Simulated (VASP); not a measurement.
Set up this calculation in VASP 6.6.1, as the native input.

```yaml
Task: single point
Functional: PBE
Potentials_or_basis: VASP PAW PBE potentials, release 64 (Sr_sv, Ti_sv, O)
Cutoff: 520 eV
k_mesh: 8 × 8 × 8
Occupations: gaussian, width 0.05 eV
Spin: no spin polarisation
Dipole_correction: no
Further_INCAR_settings: ALGO = Normal; EDIFF = 1e-06; NBANDS = 28
```

The structure of SrTiO3 lies in POSCAR:

```
SrTiO3
1.0
    3.9364035669      0.0000000000      0.0000000000
    0.0000000000      3.9364035669      0.0000000000
    0.0000000000      0.0000000000      3.9364035669
Sr Ti O
1 1 3
Direct
    0.0000000000     -0.0673622606     -0.0673622606
    0.5000000000      0.5000000000      0.5000000000
    0.0000000000      0.5000000000      0.5000000000
    0.5000000000      0.0000000000      0.5000000000
    0.5000000000      0.5000000000      0.0000000000
```

This cell differs from its parent crystal: atom 1 (Sr) moved +0.375 Å towards its neighbour atom 3 (O) at 2.783 Å.

The input as run:

INCAR

```
SYSTEM = SrTiO3
ALGO = Normal
EDIFF = 1E-6
ENCUT = 520
GGA = PE
ISIF = 2
ISMEAR = 0
LASPH = .True.
LCHARG = .False.
LREAL = .False.
LWAVE = .False.
NBANDS = 28
NELM = 60
PREC = Accurate
SIGMA = 0.05
```

KPOINTS

```
k-points
0
Gamma
  8 8 8
  0 0 0
```

Potentials or basis: VASP PAW PBE potentials, release 64 (Sr_sv, Ti_sv, O).

Run with:

```sh
$ cat potpaw_PBE.64/Sr_sv/POTCAR potpaw_PBE.64/Ti_sv/POTCAR potpaw_PBE.64/O/POTCAR > POTCAR
$ mpirun -np 1 vasp_std > vasp.out
```

It gave:

```yaml
Pressure: 4.0 GPa
Largest_force: 1.821 eV/Å
Band_gap_on_the_k_mesh: 1.74 eV (least direct gap 2.10 eV)
```

Caveat: the cell differs from its parent crystal (atom 1 (Sr) moved +0.375 Å towards its neighbour atom 3 (O) at 2.783 Å); the cell stands under pressure; forces of over 1 eV/Å act on the atoms, so gaps and moduli don't describe the material at rest.

It took 4.6 min on 1 thread of Intel Xeon 8259CL, on a shared host, peak memory 0.3 GiB.
